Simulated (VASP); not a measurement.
Wanted: the native input for a VASP 6.6.1 run.

```yaml
Task: single point
Functional: LDA
Potentials_or_basis: VASP PAW LDA potentials, release 64 (Mg, O)
Cutoff: 600 eV
k_mesh: 6 × 6 × 6
Occupations: gaussian, width 0.01 eV
Spin: no spin polarisation
Dipole_correction: no
Further_INCAR_settings: ALGO = Normal; EDIFF = 1e-06; NBANDS = 11
```

The structure of MgO lies in POSCAR:

```
MgO
1.0
    2.6233491285      0.0000000000      0.0000000000
    0.0000000000      2.6233491285      0.0000000000
    0.0000000000      0.0000000000      2.6233491285
Mg O
1 1
Direct
    0.0000000000      0.0000000000      0.0000000000
    0.5000000000      0.5000000000      0.5000000000
```

One way to write it, as run:

INCAR

```
SYSTEM = MgO
  ALGO = Normal
  EDIFF = 1E-6
  ENCUT = 600
  GGA = CA
  GGA_COMPAT = .False.
  ISIF = 2
  ISMEAR = 0
  LASPH = .True.
  LCHARG = .True.
  LELF = .True.
  LREAL = .False.
  LVHAR = .True.
  LWAVE = .False.
  NBANDS = 11
  NELM = 120
  PREC = Accurate
  SIGMA = 0.01
```

KPOINTS

```
k-points
0
Gamma
  6 6 6
  0 0 0
```

Potentials or basis: VASP PAW LDA potentials, release 64 (Mg, O).

The run is started by

```console
$ cat potpaw_LDA.64/Mg/POTCAR potpaw_LDA.64/O/POTCAR > POTCAR
$ mpirun -np 1 vasp_std > vasp.out
```

It gave:

* Pressure: -7.1 GPa
* Band gap on the k mesh: 2.57 eV, indirect (least direct gap 3.60 eV)

Run time: 2.7 s on 1 thread of Intel(R) Xeon(R) 6975P-C (Granite Rapids), on a shared host, peak memory 0.12 GiB.
